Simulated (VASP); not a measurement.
Runs of VASP 6.6.1 on As. The structure is that of space group Cmcm (No. 63), or close to it. The cells are those of the table. 

```tsv
cell	gap on the mesh (eV)	pressure (GPa)	largest force (eV/Å)
a = 4.006, b = 4.006, c = 4.417 Å, angles 101.5, 101.5, 141.1°, 2 atoms	none	(a)	1.09
a = 4.066, b = 4.066, c = 4.483 Å, angles 101.5, 101.5, 141.1°, 2 atoms	none	9.1	(c)
a = 4.180, b = 4.180, c = 4.609 Å, angles 101.5, 101.5, 141.1°, 2 atoms	none	(b)	0.05
a = 4.124, b = 4.124, c = 4.547 Å, angles 101.5, 101.5, 141.1°, 2 atoms	none	4.3	0.35
```

Alike in all rows: task single point; level LDA; potentials or basis VASP PAW LDA potentials, release 64 (As); no spin polarisation; k mesh 16 × 16 × 10; cutoff (eV) 520; smearing fermi-dirac 0.1 eV.

Problem. Fill in the values left out.

Solution. (a) 15.0; (b) 0.5; (c) 0.69.

Caveats: forces of over 1 eV/Å act on the atoms, so gaps and moduli don't describe the material at rest (some runs).

A k mesh can miss the band edges, and the runs leave out spin-orbit coupling on As.

A gap of «none» marks levels without a gap at the run's occupations.
